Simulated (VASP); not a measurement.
Runs of VASP 6.6.1 on CoW3. The structure is cubic, space group Pm-3m (No. 221). Conventional cell: a = 3.907 Å, b = 3.907 Å, c = 3.907 Å, α = 90.00°, β = 90.00°, γ = 90.00°. Within 3.6 Å of W (site symmetry 4/mmm) lie 8 W at 2.76 Å and 4 Co at 2.76 Å. Co (site symmetry m-3m) has 12 W at 2.76 Å within 3.6 Å. 

```csv
task,spin,fixed moment (μB),cell,cutoff (eV),pressure (GPa),moment (μB)
single point,"collinear, ferromagnetic start",2.0,as given,600,(a),2.00
single point,"collinear, zero start",0.0,as given,600,-9.9,0.00
single point,"collinear, ferromagnetic start",2.5,as given,600,-6.4,2.50
single point,"collinear, ferromagnetic start",1.5,as given,600,-8.4,1.50
single point,"collinear, ferromagnetic start",1.0,as given,600,-9.3,1.00
single point,"collinear, ferromagnetic start",0.5,as given,600,-9.7,0.50
relaxation of the atoms,"collinear, ferromagnetic start",-,atoms relaxed,520,-10.0,(b)
```

Alike in all rows: level PBEsol; potentials or basis VASP PAW PBE potentials, release 64 (W_sv, Co); k mesh 6 × 6 × 6; smearing fermi-dirac 0.05 eV.

Question: Estimate the missing entries.

Answer: (a) -7.5; (b) 0.35.

Caveats: the PAW data sets were made with another functional, which shifts forces and pressure a little; the cell stands under tension (at least some runs); the total moment is fixed, so each spin has its own Fermi level and the state may be an excited one (at least some runs); the total moment is fixed, so each spin has its own Fermi level (at least some runs); the relaxation stopped at its first step, so nothing moved (at least some runs).
